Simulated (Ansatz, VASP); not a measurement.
# PtSe: VASP beside Ansatz

```
CELL_PARAMETERS angstrom
0.00000 2.60588 2.60588
2.60588 0.00000 2.60588
2.60588 2.60588 0.00000
ATOMIC_POSITIONS crystal
Pt 0.00000 0.00000 0.00000
Se 0.50000 0.50000 0.50000
```

Alike in both runs: functional PBEsol; k mesh 14 × 14 × 14; occupations fermi-dirac, width 0.05 eV; no spin polarisation.

Ansatz relaxed the structure, and its values are those at the end. VASP's run is a single point on that final structure, the one shown.

|  | VASP | Ansatz |
| --- | --- | --- |
| version | VASP 6.6.1 | Ansatz 0.2.0 |
| potentials or method | VASP PAW PBE potentials, release 64 (Pt, Se) | PAW with Ansatz's default frozen-core files, scalar-relativistic |
| plane-wave cutoff (eV) | 520 | 420 |
| valence electrons in the cell | 16 | 34 |

VASP gave:

| Property | Result |
| --- | --- |
| pressure (GPa) | 0.1 |

Question: Which values does Ansatz return?

Answer: Pressure (GPa): 0.0.

VASP's potentials were made for PBE, not for PBEsol. VASP's potentials hold 16 valence electrons a cell and Ansatz's 34, so a difference there can come from the potentials and not from the codes.

Spin-orbit coupling is off throughout.
